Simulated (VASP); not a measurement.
Set up this calculation in VASP 6.6.1, as the native input.

| Property | Result |
| --- | --- |
| Task | single point |
| Functional | r2SCAN |
| Potentials or basis | VASP PAW PBE potentials, release 64 (Au) |
| Cutoff | 520 eV |
| k mesh | 20 × 20 × 20 |
| Occupations | gaussian, width 0.15 eV |
| Spin | no spin polarisation |
| Dipole correction | no |
| Further INCAR settings | ALGO = Normal; EDIFF = 1e-06; NBANDS = 12 |

Crystal: Au.

```
Au
1.0
    -1.69870    1.69870    1.65727
     1.69870   -1.69870    1.65727
     1.69870    1.69870   -1.65727
Au
1
Direct
  0.00000 0.00000 0.00000
```

This cell differs from its parent crystal: strain +0.025 along x and y, +0.000 along z.

The input as run:

POSCAR

```
Au
1.0
   -1.6987007250      1.6987007250      1.6572690000
    1.6987007250     -1.6987007250      1.6572690000
    1.6987007250      1.6987007250     -1.6572690000
Au
1
Direct
    0.0000000000      0.0000000000      0.0000000000
```

INCAR.step1

```
PREC = Accurate
ENCUT = 520
ISMEAR = 0
SIGMA = 0.15
LREAL = False
LASPH = True
NELM = 100
NBANDS = 12
GGA = PE
ALGO = Normal
EDIFF = 1E-4
LWAVE = True
LCHARG = False
```

INCAR.step2

```
PREC = Accurate
ENCUT = 520
EDIFF = 1E-6
ISMEAR = 0
SIGMA = 0.15
LREAL = False
LASPH = True
NELM = 100
ALGO = Normal
ISIF = 2
LWAVE = False
LCHARG = False
METAGGA = R2SCAN
LMIXTAU = True
NBANDS = 12
ISTART = 1
```

KPOINTS

```
regular mesh
0
Gamma
  20 20 20
```

Potentials or basis: VASP PAW PBE potentials, release 64 (Au).

Run with:

```bash
$ cat potpaw_PBE.64/Au/POTCAR > POTCAR
$ cp INCAR.step1 INCAR
$ mpirun -np 1 vasp_std > vasp.out
$ cp INCAR.step2 INCAR
$ mpirun -np 1 vasp_std > vasp.out
```

Results of the run:

```json
{
  "Pressure": "-9.6 GPa"
}
```

Caveat: the cell differs from its parent crystal (strain +0.025 along x and y, +0.000 along z); the PAW data sets were made with another functional, which shifts forces and pressure a little.

It took 3.9 min on 1 thread of Intel(R) Xeon(R) Platinum 8375C CPU @ 2.90GHz (Ice Lake) (shared host), peak memory 0.26 GiB.
